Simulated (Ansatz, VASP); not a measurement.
# Two plane-wave programs on WS2

Contents of INCAR:

```
SYSTEM = WS2
PREC     = Accurate       ! precision mode
ENCUT    = 520            ! plane-wave cutoff, eV
EDIFF    = 1E-7           ! SCF threshold, eV
ISMEAR   = 0              ! smearing method
SIGMA    = 0.05           ! smearing width, eV
LREAL    = .False.        ! projectors in reciprocal space
LASPH    = .True.         ! aspherical terms in the spheres
NELM     = 60             ! most SCF steps
ALGO     = Normal         ! electronic algorithm
ISIF     = 2              ! what is computed and relaxed
LWAVE    = .False.        ! write WAVECAR
LCHARG   = .False.        ! write CHGCAR
GGA      = PS             ! functional
NBANDS   = 20             ! bands
```

KPOINTS

```
Automatic mesh
0
Gamma
  12 12 12
  0 0 0
```

POSCAR

```
WS2
1.0
    1.5158403689      0.8751708450      6.4098632000
   -1.5158403689      0.8751708450      6.4098632000
    0.0000000000     -1.7503416901      6.4098632000
W S
1 2
Direct
    0.0000000000      0.0000000000      0.0000000000
    0.7503000000      0.7503000000      0.7503000000
    0.5810000000      0.5810000000      0.5810000000
```

Input for Ansatz:

```yaml
crystal:
  lattice:
    - [1.5158403689, 0.875170845, 6.4098632]
    - [-1.5158403689, 0.875170845, 6.4098632]
    - [0.0, -1.7503416901, 6.4098632]
  atoms:
    - { symbol: W, position: [0.0, 0.0, 0.0] }
    - { symbol: S, position: [0.7503, 0.7503, 0.7503] }
    - { symbol: S, position: [0.581, 0.581, 0.581] }
basis:
  ecutwfc: 420
kpoints:
  mp_grid: { grid: [12, 12, 12] }
hamiltonian:
  xc: pbesol
scf:
  occupations: { method: gaussian, width: 0.05 }
output:
  forces: true
  stress: true
  eigenvalues: true
```

Change from the starting cell: strain -0.040 along x and y, +0.040 along z, atoms carried along.

Alike in both runs: task single point; functional PBEsol; k mesh 12 × 12 × 12; occupations gaussian, width 0.05 eV; no spin polarisation.

|  | VASP | Ansatz |
| --- | --- | --- |
| version | VASP 6.6.1 | Ansatz 0.2.0 |
| potentials or method | VASP PAW PBE potentials, release 64 (W_sv, S), cutoff 520 eV | scalar-relativistic, plane waves, PAW |
| valence electrons in the cell | 26 | 26 |

```tsv
	VASP	Ansatz	Ansatz less VASP
gap on the k mesh at the Fermi level (eV)	1.27	1.25	-0.015
least direct gap on the mesh (eV)	2.24	2.24	-0.005
pressure (GPa)	6.6	6.4	-0.17
traceless stress, the component that is largest in VASP (GPa)	-9.56	-9.56	+0.001
rms of the force components (eV/Å)	0.309	0.313	+0.0048
```

VASP's potentials were made for PBE, not for PBEsol. Atom by atom the forces differ by 0.011 eV/Å (rms over components).

Neither program's run includes spin-orbit coupling.
